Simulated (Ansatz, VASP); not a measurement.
**Two plane-wave programs on BaTiO3**

```
Ba Ti O
1.0
     3.99980    0.00000    0.00000
     0.00000    3.99980    0.00000
     0.00000    0.00000    4.01800
Ba Ti O
1 1 3
Direct
  0.99557 0.99064 0.00350
  0.50254 0.49192 0.46877
  0.47922 0.51432 0.00641
  0.50273 0.00330 0.50938
  0.01995 0.49981 0.53994
```

Alike in both runs: task single point; functional PBE; k mesh 7 × 7 × 7; occupations fermi-dirac, width 0.05 eV; no spin polarisation.

|  | VASP | Ansatz |
| --- | --- | --- |
| version | VASP 6.6.1 | Ansatz 0.2.0 |
| potentials or method | VASP PAW PBE potentials, release 64 (Ba_sv, Ti_sv, O) | Ansatz PAW earlier set |
| plane-wave cutoff (eV) | 520 | 910 |
| valence electrons in the cell | 40 | 40 |

Ansatz gave:

```
gap on the k mesh at the Fermi level (eV)                     : 2.00
least direct gap on the mesh (eV)                             : 2.23
pressure (GPa)                                                : 3.1
traceless stress, the component that is largest in VASP (GPa) : 0.85
rms of the force components (eV/Å)                            : 0.536
```

Q: What did VASP give for the same quantities?

A: gap on the k mesh at the Fermi level (eV): 1.95; least direct gap on the mesh (eV): 2.21; pressure (GPa): 4.9; traceless stress, the component that is largest in VASP (GPa): 0.91; rms of the force components (eV/Å): 0.539.

Atom by atom the forces differ by 0.029 eV/Å (rms over components). With one functional, cell and mesh, what is left measures potentials, basis and numerics.

Spin-orbit coupling is off throughout. Noted on Ansatz's run: odd divisions of the mesh miss points on the zone boundary, where band edges often lie, so the gap on the mesh can be too wide.
